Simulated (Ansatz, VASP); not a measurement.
CaSe: VASP beside Ansatz

Contents of INCAR:

```
  PREC = Accurate
  ENCUT = 500
  EDIFF = 1E-6
  ISMEAR = 0
  SIGMA = 0.02
  LREAL = F
  LASPH = T
  NELM = 120
  ALGO = Normal
  ISIF = 2
  LWAVE = F
  LCHARG = T
  GGA = PS
  LELF = T
  LVHAR = T
  NBANDS = 15
  GGA_COMPAT = F
```

KPOINTS

```
regular mesh
0
Gamma
  8 8 8
```

The input POSCAR:

```
CaSe
1.0
    0.0000000000      3.0756884400      3.0756884400
    3.0756884400      0.0000000000      3.0756884400
    3.0756884400      3.0756884400      0.0000000000
Ca Se
1 1
Direct
    0.0000000000      0.0000000000      0.0000000000
    0.5000000000      0.5000000000      0.5000000000
```

Input for Ansatz:

```yaml
crystal:
  lattice:
    - [0.0, 3.07568844, 3.07568844]
    - [3.07568844, 0.0, 3.07568844]
    - [3.07568844, 3.07568844, 0.0]
  atoms:
    - { symbol: Ca, position: [0.0, 0.0, 0.0] }
    - { symbol: Se, position: [0.5, 0.5, 0.5] }
basis:
  ecutwfc: 420
kpoints:
  mp_grid: { grid: [8, 8, 8] }
hamiltonian:
  xc: pbesol
scf:
  occupations: { method: gaussian, width: 0.02 }
output:
  forces: true
  stress: true
  eigenvalues: true
```

Alike in both runs: task single point; functional PBEsol; k mesh 8 × 8 × 8; occupations gaussian, width 0.02 eV; no spin polarisation.

|  | VASP | Ansatz |
| --- | --- | --- |
| version | VASP 6.6.1 | Ansatz 0.2.0 |
| potentials or method | VASP PAW PBE potentials, release 64 (Ca_sv, Se), cutoff 500 eV | scalar-relativistic, plane waves, PAW |
| valence electrons in the cell | 16 | 26 |

VASP gave:

```
gap on the k mesh at the Fermi level (eV) : 2.17
least direct gap on the mesh (eV)         : 2.60
pressure (GPa)                            : -5.4
```

Estimate Ansatz's values.

gap on the k mesh at the Fermi level (eV): 2.18; least direct gap on the mesh (eV): 2.60; pressure (GPa): -5.5.

VASP's potentials were made for PBE, not for PBEsol. VASP's potentials hold 16 valence electrons a cell and Ansatz's 26, so a difference there can come from the potentials and not from the codes.
